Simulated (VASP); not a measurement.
A run of VASP 6.6.1:

INCAR

```
PREC = Accurate
ENCUT = 520
EDIFF = 1E-7
ISMEAR = 0
SIGMA = 0.05
LREAL = F
LASPH = T
NELM = 60
ALGO = Normal
ISIF = 2
LWAVE = F
LCHARG = F
GGA = PE
NBANDS = 36
```

The input KPOINTS:

```
regular mesh
0
Gamma
  10 10 2
```

POSCAR

```
BN
1.0
   -2.5539396017      0.0000000000      0.0000000000
    1.2769698009     -2.2117765748      0.0000000000
   -1.9154547013      1.1058882874     12.6805650000
B N
6 6
Direct
    0.2188126667      0.7811873333      0.2290413333
    0.0521460000      0.9478540000      0.5623746667
   -0.1145206667      1.1145206667      0.8957080000
    0.6354793333      0.3645206667      0.0623746667
    0.4688126667      0.5311873333      0.3957080000
    0.3021460000      0.6978540000      0.7290413333
    0.2812206667      0.7187793333      0.1042253333
    0.1145540000      0.8854460000      0.4375586667
   -0.0521126667      1.0521126667      0.7708920000
    0.1978873333      0.8021126667      0.9375586667
    0.5312206667      0.4687793333      0.2708920000
    0.3645540000      0.6354460000      0.6042253333
```

Potentials or basis: VASP PAW PBE potentials, release 64 (B, N).

Run with:

```sh
$ cat potpaw_PBE.64/B/POTCAR potpaw_PBE.64/N/POTCAR > POTCAR
$ mpirun -np 1 vasp_std > vasp.out
```

Hardware: 1 thread of Intel(R) Xeon(R) Platinum 8259CL CPU @ 2.50GHz (Skylake/Cascade Lake) (shared host).

How long does it take, and how much memory?

Wall time 4.8 min on 1 thread of Intel(R) Xeon(R) Platinum 8259CL CPU @ 2.50GHz (Skylake/Cascade Lake), with other jobs on the host, peak memory 0.25 GiB. Counts: scf iterations 16, k points 62.
